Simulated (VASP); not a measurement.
# Si4F (P6/mmm) in VASP: notebook

Si4F is run at these levels: PBE; tasks: single point, relaxation of cell and atoms.

Program: VASP 6.6.1. These are calculated values, not measurements. Logs are shortened: lines on timing, memory, paths and dates and some standing lists are left out, and cuts for length are marked.

## 1. The cell of the first run

The structure is hexagonal, space group P6/mmm (No. 191). The conventional cell has a = 4.869 Å, b = 4.869 Å, c = 4.121 Å, α = 90.00°, β = 90.00°, γ = 120.00°. Si (site symmetry 6/mmm) has 2 F at 2.06 Å within 2.7 Å. Within 3.2 Å of Si (site symmetry mmm) lie 2 F at 2.43 Å and 8 Si at 2.43 to 3.19 Å. F (site symmetry 6/mmm) has 8 Si at 2.06 to 2.43 Å within 2.7 Å.

The cell was generated, and may not be a known phase.

## 2. Single point, PBE

The input, INCAR:

```
SYSTEM = Si4F
ALGO = Normal
EDIFF = 1E-7
ENCUT = 520
GGA = PE
ISIF = 2
ISMEAR = 0
LASPH = .True.
LCHARG = .False.
LREAL = .False.
LWAVE = .False.
NBANDS = 20
NELM = 80
PREC = Accurate
SIGMA = 0.1
```

The input, KPOINTS:

```
k-points
0
Gamma
  6 6 4
  0 0 0
```

The input, POSCAR:

```
Si4F
1.0
    4.8694301300      0.0000000000      0.0000000000
   -2.4347150700      4.2170502000      0.0000000000
    0.0000000000      0.0000000000      4.1208975800
Si F
4 1
Direct
    0.0000000000      0.0000000000      0.5000000000
    0.5000000000      0.0000000000      0.0000000000
    0.0000000000      0.5000000000      0.0000000000
    0.5000000000      0.5000000000      0.0000000000
    0.0000000000      0.0000000000      0.0000000000
```

Potentials or basis: VASP PAW PBE potentials, release 64 (Si, F).

Command:

```sh
$ cat potpaw_PBE.64/Si/POTCAR potpaw_PBE.64/F/POTCAR > POTCAR
$ mpirun -np 1 vasp_std > vasp.out
```

OUTCAR:

```text
SYSTEM = Si4F
   EDIFF = 1E-7
   ENCUT = 520
   GGA = PE
   ISIF = 2
   ISMEAR = 0
   LASPH = .True.
   LREAL = .False.
   NELM = 80
   PREC = Accurate

 ion  position               nearest neighbor table
   1  0.000  0.000  0.500-   5 2.06   5 2.06
   2  0.500  0.000  0.000-   5 2.43   5 2.43   3 2.43   3 2.43   4 2.43   4 2.43
   3  0.000  0.500  0.000-   4 2.43   4 2.43   2 2.43   2 2.43   5 2.43   5 2.43
   4  0.500  0.500  0.000-   3 2.43   3 2.43   5 2.43   5 2.43   2 2.43   2 2.43
   5  0.000  0.000  0.000-   1 2.06   1 2.06   2 2.43   2 2.43   4 2.43   4 2.43   3 2.43   3 2.43

  LATTYP: Found a hexagonal cell.
 ALAT       =     4.8694301300
 C/A-ratio  =     0.8462792298

  Lattice vectors:

 A1 = (   4.8694301300,   0.0000000000,   0.0000000000)
 A2 = (  -2.4347150700,   4.2170502000,   0.0000000000)
 A3 = (   0.0000000000,   0.0000000000,   4.1208975800)

Analysis of symmetry for initial positions (statically):
=====================================================================
 Subroutine PRICEL returns:
 Original cell was already a primitive cell.

 Routine SETGRP: Setting up the symmetry group for a
 hexagonal supercell.

 Subroutine GETGRP returns: Found 24 space group operations
 (whereof 24 operations were pure point group operations)
 out of a pool of 24 trial point group operations.

The static configuration has the point symmetry D_6h.

Analysis of symmetry for dynamics (positions and initial velocities):
=====================================================================
 Subroutine PRICEL returns:
 Original cell was already a primitive cell.

 Routine SETGRP: Setting up the symmetry group for a
 hexagonal supercell.

 Subroutine GETGRP returns: Found 24 space group operations
 (whereof 24 operations were pure point group operations)
 out of a pool of 24 trial point group operations.

The dynamic configuration has the point symmetry D_6h.

 Subroutine INISYM returns: Found 24 space group operations
 (whereof 24 operations are pure point group operations),
 and found     1 'primitive' translations

----------------------------------------------------------------------------------------

                                     Primitive cell

  volume of cell :      84.6211

  direct lattice vectors                    reciprocal lattice vectors
     4.869430130  0.000000000  0.000000000     0.205362840  0.118566291  0.000000000
    -2.434715070  4.217050200  0.000000000     0.000000000  0.237132581  0.000000000
     0.000000000  0.000000000  4.120897580     0.000000000  0.000000000  0.242665580

  length of vectors
     4.869430130  4.869430137  4.120897580     0.237132582  0.237132581  0.242665580

  position of ions in fractional coordinates (direct lattice)
     0.000000000  0.000000000  0.500000000
     0.500000000  0.000000000  0.000000000
     0.000000000  0.500000000  0.000000000
     0.500000000  0.500000000  0.000000000
     0.000000000  0.000000000  0.000000000

  ion indices of the primitive-cell ions
   primitive index   ion index
                 1           1
                 2           2
                 3           3
                 4           4
                 5           5

----------------------------------------------------------------------------------------

 KPOINTS: k-points

Automatic generation of k-mesh.
 Grid dimensions read from file:
 generate k-points for:    6    6    4

 Generating k-lattice:

  Cartesian coordinates                     Fractional coordinates (reciprocal lattice)
     0.034227140  0.019761048  0.000000000     0.166666667  0.000000000  0.000000000
     0.000000000  0.039522097  0.000000000     0.000000000  0.166666667  0.000000000
     0.000000000  0.000000000  0.060666395     0.000000000  0.000000000  0.250000000

  Length of vectors
     0.039522097  0.039522097  0.060666395

  Shift w.r.t. Gamma in fractional coordinates (k-lattice)
     0.000000000  0.000000000  0.000000000

 Subroutine IBZKPT returns following result:
 ===========================================

 Found     21 irreducible k-points:

 Following reciprocal coordinates:
            Coordinates               Weight
  0.000000  0.000000  0.000000      1.000000
  0.166667 -0.000000  0.000000      6.000000
  0.333333 -0.000000  0.000000      6.000000
  0.500000 -0.000000  0.000000      3.000000
  0.166667  0.166667  0.000000      6.000000
  0.333333  0.166667  0.000000     12.000000
[... 13 lines left out ...]
  0.333333  0.166667  0.500000     12.000000
  0.333333  0.333333  0.500000      2.000000
   k-points           NKPTS =     21   k-points in BZ     NKDIM =     21   number of bands    NBANDS=     20
   number of dos      NEDOS =    301   number of ions     NIONS =      5
   total plane-waves  NPLWV =  41472
   dimension x,y,z NGX =    36 NGY =   36 NGZ =   32
   dimension x,y,z NGXF=    72 NGYF=   72 NGZF=   64
   ions per type =               4   1
   NGX,Y,Z   is equivalent  to a cutoff of  12.29, 12.29, 12.91 a.u.
   NGXF,Y,Z  is equivalent  to a cutoff of  24.58, 24.58, 25.82 a.u.
 SYSTEM =  Si4F
   PREC   = accura    normal or accurate (medium, high low for compatibility)
   ISTART =      0    job   : 0-new  1-cont  2-samecut
   ICHARG =      2    charge: 1-file 2-atom 10-const
   ISPIN  =      1    spin polarized calculation?
   LNONCOLLINEAR =      F non collinear calculations
   LSORBIT =      F    spin-orbit coupling
   LASPH  =      T    aspherical Exc in radial PAW
   ENCUT  =  520.0 eV  38.22 Ry    6.18 a.u.   9.05  9.05  7.66*2*pi/ulx,y,z
   NELM   =     80;   NELMIN=  2; NELMDL= -5     # of ELM steps
   EDIFF  = 0.1E-06   stopping-criterion for ELM
   LREAL  =      F    real-space projection
   EDIFFG = 0.1E-05   stopping-criterion for IOM
   NSW    =      0    number of steps for IOM
   IBRION =     -1    ionic relax: 0-MD 1-quasi-New 2-CG
   NFREE  =      0    steps in history (QN), initial steepest desc. (CG)
   ISIF   =      2    stress and relaxation
   ISYM   =      2    0-nonsym 1-usesym 2-fastsym
   POTIM  = 0.5000    time-step for ionic-motion
   TEBEG  =    0.0;   TEEND  =   0.0 temperature during run
   PSTRESS=    0.0 pullay stress
   NELECT =      23.0000    total number of electrons
   NUPDOWN=      -1.0000    fix difference up-down
   EMIN   =  10.00;   EMAX   =-10.00  energy-range for DOS
   EFERMI =   0.00;   METHOD = LEGACY
   ISMEAR =     0;   SIGMA  =   0.10  broadening in eV -4-tet -1-fermi 0-gaus
   EFERMI_NEDOS =   21; number of points for ismear=-14 and -15
   IALGO  =     38    algorithm
   IMIX   =      4    mixing-type and parameters
     AMIX     =   0.40;   BMIX     =  1.00
     AMIX_MAG =   1.60;   BMIX_MAG =  1.00
  volume/ion in A,a.u.               =      16.92       114.21
  Fermi-wavevector in a.u.,A,eV,Ry     =   1.060452  2.003965 15.300559  1.124559
  Thomas-Fermi vector in A             =   2.195834
   LORBIT       =      0    0 simple, 1 ext, 2 COOP (PROOUT), +10 PAW based schemes
   GGA     = PE    functional components
   LHFCALC =     F    Hartree Fock is set to
   AEXX    =    0.0000 exact exchange contribution
   IVDW    =     0    specifies the selected vdW correction
   LEPSILON=     F    determine dielectric tensor
   LRPA    =     F    only Hartree local field effects (RPA)
 non-spin polarized calculation
 Gauss-broadening in eV      SIGMA  =   0.10
  energy-cutoff  :      520.00
  volume of cell :       84.62
 maximum number of plane-waves:      2301
   NGX = 19   NGY = 19   NGZ = 15

 number of electron      23.0000016 magnetization

 Free energy of the ion-electron system (eV)
  ---------------------------------------------------
  ext. energy  EPLUGINS =         0.00000000
  ---------------------------------------------------
  free energy    TOTEN  =       -20.04656945 eV

  energy without entropy =      -20.04079216  energy(sigma->0) =      -20.04368080

 E-fermi :   6.2488     XC(G=0):  -9.9351

 val. band max:        6.1991797250   @ k =   0.3333   0.3333   0.5000
 cond. band min:       6.2842708405   @ k =   0.5000  -0.0000   0.0000
 fundamental gap:      0.0850911155
 Fermi energy:         6.2488238778

 k-point     1 :       0.0000    0.0000    0.0000
  band No.  band energies     occupation
      1     -19.5249      2.00000
      2      -5.2417      2.00000
      3      -2.6241      2.00000
      4      -2.1684      2.00000
      5      -2.1684      2.00000
      6       0.6014      2.00000
[... 12 lines left out ...]
     19      11.8046      0.00000
     20      12.0827      0.00000

 k-point     2 :       0.1667   -0.0000    0.0000
  band No.  band energies     occupation
      1     -19.5216      2.00000
      2      -5.2113      2.00000
      3      -2.6067      2.00000
      4      -2.2898      2.00000
      5      -2.1555      2.00000
      6      -0.2776      2.00000
[... 12 lines left out ...]
     19      12.6822      0.00000
     20      13.4061      0.00000

 k-point     3 :       0.3333   -0.0000    0.0000
  band No.  band energies     occupation
      1     -19.5150      2.00000
      2      -5.1045      2.00000
      3      -2.5714      2.00000
      4      -2.5698      2.00000
      5      -2.5019      2.00000
      6      -0.3903      2.00000
[... 12 lines left out ...]
     19      11.6764      0.00000
     20      12.8161      0.00000

 k-point     4 :       0.5000   -0.0000    0.0000
  band No.  band energies     occupation
      1     -19.5118      2.00000
      2      -5.0158      2.00000
      3      -2.9185      2.00000
      4      -2.5963      2.00000
      5      -2.5536      2.00000
      6       0.2064      2.00000
[... 360 lines left out ...]
 k-point    20 :       0.3333    0.1667    0.5000
  band No.  band energies     occupation
      1     -19.4797      2.00000
      2      -4.5656      2.00000
      3      -3.9572      2.00000
      4      -3.2560      2.00000
      5      -1.1332      2.00000
      6      -0.0058      2.00000
[... 12 lines left out ...]
     19      12.1447      0.00000
     20      13.7403      0.00000

 k-point    21 :       0.3333    0.3333    0.5000
  band No.  band energies     occupation
      1     -19.4780      2.00000
      2      -4.0890      2.00000
      3      -4.0890      2.00000
      4      -3.9299      2.00000
      5      -0.0490      2.00000
      6      -0.0490      2.00000
[... 12 lines left out ...]
     19      12.1703      0.00000
     20      12.1703      0.00000

------------------------ aborting loop because EDIFF is reached ----------------------------------------

  FORCE on cell =-STRESS in cart. coord.  units (eV):
  Direction    XX          YY          ZZ          XY          YZ          ZX
  --------------------------------------------------------------------------------------
  -------------------------------------------------------------------------------------
  Total        7.7489628      7.7489628      0.5585458     -0.0000000     -0.0000000     -0.0000000
  in kB      146.7153077    146.7153081     10.5752501     -0.0000002     -0.0000000     -0.0000000
  external PRESSURE =     101.3352887 kB  Pullay stress =       0.0000000 kB

 VOLUME and BASIS-vectors are now :
 -----------------------------------------------------------------------------
  energy-cutoff  :      520.00
  volume of cell :       84.62
      direct lattice vectors                 reciprocal lattice vectors
     4.869430130  0.000000000  0.000000000     0.205362840  0.118566291  0.000000000
    -2.434715070  4.217050200  0.000000000     0.000000000  0.237132581  0.000000000
     0.000000000  0.000000000  4.120897580     0.000000000  0.000000000  0.242665580

 POSITION                                       TOTAL-FORCE (eV/Angst)
 -----------------------------------------------------------------------------------
      0.00000      0.00000      2.06045         0.000000      0.000000      0.000000
      2.43472      0.00000      0.00000        -0.000000      0.000000      0.000000
     -1.21736      2.10853      0.00000         0.000000      0.000000      0.000000
      1.21736      2.10853      0.00000         0.000000      0.000000      0.000000
      0.00000      0.00000      0.00000        -0.000000      0.000000      0.000000
 -----------------------------------------------------------------------------------
    total drift:                               -0.000000     -0.000000     -0.000000

  FREE ENERGIE OF THE ION-ELECTRON SYSTEM (eV)
  ---------------------------------------------------
  free  energy   TOTEN  =       -20.0465694502 eV

  energy  without entropy=      -20.0407921585  energy(sigma->0) =      -20.04368080
```

Wall time 26 s (1 thread of Intel Xeon Platinum 8259CL at 2.50GHz (Skylake/Cascade Lake), shared host); peak memory 0.19 GiB.

Results:

- Free energy: -20.0466 eV
- Pressure: 10.1 GPa
- Band gap on the k mesh: zero (an odd number of electrons rules out a gap without spin polarisation)

Stress tensor (GPa, compression positive):
```
14.67  0.00  0.00
 0.00 14.67  0.00
 0.00  0.00  1.06
```

Caveat: the k points lie up to 0.38 Å⁻¹ apart, too coarse for converged energies and pressures of a metal; an odd number of electrons without spin polarisation forces a metal; a magnetic or distorted state may lie lower.

## 3. Single point, PBE

This run uses another cell than the first one, of 18.68 Å³/atom.

The input, INCAR:

```
ALGO     = Normal         # electronic algorithm
EDIFF    = 1E-7           # SCF threshold, eV
ENCUT    = 520            # plane-wave cutoff, eV
GGA      = PE             # functional
ISIF     = 2              # what is computed and relaxed
ISMEAR   = 0              # smearing method
LASPH    = True           # aspherical terms in the spheres
LCHARG   = False          # write CHGCAR
LREAL    = False          # projectors in reciprocal space
LWAVE    = False          # write WAVECAR
NBANDS   = 20             # bands
NELM     = 80             # most SCF steps
PREC     = Accurate       # precision mode
SIGMA    = 0.1            # smearing width, eV
```

The input, KPOINTS:

```
k-points
0
Gamma
  6 6 4
```

POSCAR, as its differences from that of step 2:

```diff
@@ -2,5 +2,5 @@
 1.0
-    4.8694301300      0.0000000000      0.0000000000
-   -2.4347150700      4.2170502000      0.0000000000
-    0.0000000000      0.0000000000      4.1208975800
+    5.1910653086      0.0000000031      0.0000000000
+   -2.5955326570      4.4955944284      0.0000000000
+    0.0000000000      0.0000000000      4.0025036778
 Si F
```

Potentials or basis: VASP PAW PBE potentials, release 64 (Si, F).

Command:

```sh
$ cat potpaw_PBE.64/Si/POTCAR potpaw_PBE.64/F/POTCAR > POTCAR
$ mpirun -np 1 vasp_std > vasp.out
```

Run time: 33 s. Hardware: 1 thread of Intel Xeon Platinum 8259CL at 2.50GHz (Skylake/Cascade Lake), shared host; peak memory 0.21 GiB.

It converged, with:

| Property | Result |
| --- | --- |
| Free energy | -20.5096 eV |
| Pressure | 0.1 GPa |
| Band gap on the k mesh | zero (an odd number of electrons rules out a gap without spin polarisation) |

Stress tensor (GPa, compression positive):
```
 0.17  0.00  0.00
 0.00  0.17  0.00
 0.00  0.00 -0.05
```

Levels at points of the mesh, in eV from the Fermi level:
```tsv
k point	band 9	band 10	band 11	band 12	band 13	band 14	band 15	band 16
(0.00, 0.00, 0.00)	-4.54	-0.98	-0.98	-0.76	3.33	3.33	3.71	3.71
(0.50, 0.00, 0.00)	-1.63	-0.15	0.51	0.82	1.16	1.55	2.53	2.80
(0.00, 0.00, 0.50)	-3.95	-0.29	-0.29	-0.01	-0.01	-0.01	1.03	1.03
(0.50, 0.00, 0.50)	-3.08	-2.75	-1.37	-0.27	1.32	2.14	3.25	3.58
```

Caveat: the k points lie up to 0.39 Å⁻¹ apart, too coarse for converged energies and pressures of a metal; an odd number of electrons without spin polarisation forces a metal; a magnetic or distorted state may lie lower.

(Part 1 of 2 ends here.)

The gap in the log of VASP goes by the Fermi energy; the results here count the filled bands.